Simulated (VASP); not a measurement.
Input of a VASP 6.6.1 run:

Contents of INCAR:

```
SYSTEM = S
  PREC = Accurate
  ENCUT = 520
  EDIFF = 1E-6
  ISMEAR = -1
  SIGMA = 0.05
  LREAL = .FALSE.
  LASPH = .TRUE.
  NELM = 60
  ALGO = Normal
  ISIF = 2
  LWAVE = .FALSE.
  LCHARG = .FALSE.
  GGA = PE
  NBANDS = 13
```

File KPOINTS:

```
regular mesh
0
G
  12 12 7
  0 0 0
```

Contents of POSCAR:

```
S
1.0
    2.8938615997      0.0000000000      0.0000000000
   -1.4469307998      2.5061576603      0.0000000000
    0.0000000000      0.0000000000      4.6880557914
S
2
Direct
    0.3333333333      0.6666666667      0.2500000000
    0.6666666667      0.3333333333      0.7500000000
```

Potentials or basis: VASP PAW PBE potentials, release 64 (S).

Command:

```bash
$ cat potpaw_PBE.64/S/POTCAR > POTCAR
$ mpirun -np 1 vasp_std > vasp.out
```

(1) Predict the band gap on the k mesh.

(2) Estimate the pressure.

Results:

(1) zero (band 6 reaches 9.20 eV, above the bottom of band 7 at 4.69 eV).

(2) -4.8 GPa.
